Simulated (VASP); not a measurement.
A run of VASP 6.6.1 is set up as follows.

File INCAR:

```
SYSTEM = Hf2PbO3
ALGO = Normal
EDIFF = 1E-6
ENCUT = 520
GGA = PE
ISIF = 2
ISMEAR = 0
LASPH = .TRUE.
LCHARG = .TRUE.
LELF = .TRUE.
LREAL = .FALSE.
LVHAR = .TRUE.
LWAVE = .FALSE.
NBANDS = 35
NELM = 80
PREC = Accurate
SIGMA = 0.1
```

File KPOINTS:

```
k-points
0
G
  6 6 4
  0 0 0
```

The input POSCAR:

```
Hf2PbO3
1.0
    5.1435226900      0.0000000000      0.0000000000
   -2.5717613500      4.4544213200      0.0000000000
    0.0000000000      0.0000000000      4.1785925800
Hf Pb O
2 1 3
Direct
    0.3333333300      0.6666666700      0.0000000000
    0.6666666700      0.3333333300      0.0000000000
    0.0000000000      0.0000000000      0.0000000000
    0.5000000000      0.0000000000      0.5000000000
    0.5000000000      0.5000000000      0.5000000000
    0.0000000000      0.5000000000      0.5000000000
```

Potentials or basis: VASP PAW PBE potentials, release 64 (Hf_pv, Pb_d, O).

The run is started by

```sh
$ cat potpaw_PBE.64/Hf_pv/POTCAR potpaw_PBE.64/Pb_d/POTCAR potpaw_PBE.64/O/POTCAR > POTCAR
$ mpirun -np 1 vasp_std > vasp.out
```

(1) Estimate the pressure.

(2) Predict the band gap on the k mesh.

Results:

(1) -13.0 GPa.

(2) zero (band 26 reaches 5.49 eV, above the bottom of band 27 at 4.95 eV).

Caveat: the k points lie up to 0.38 Å⁻¹ apart; spin-orbit coupling is left out, which moves the levels of the heavy elements.
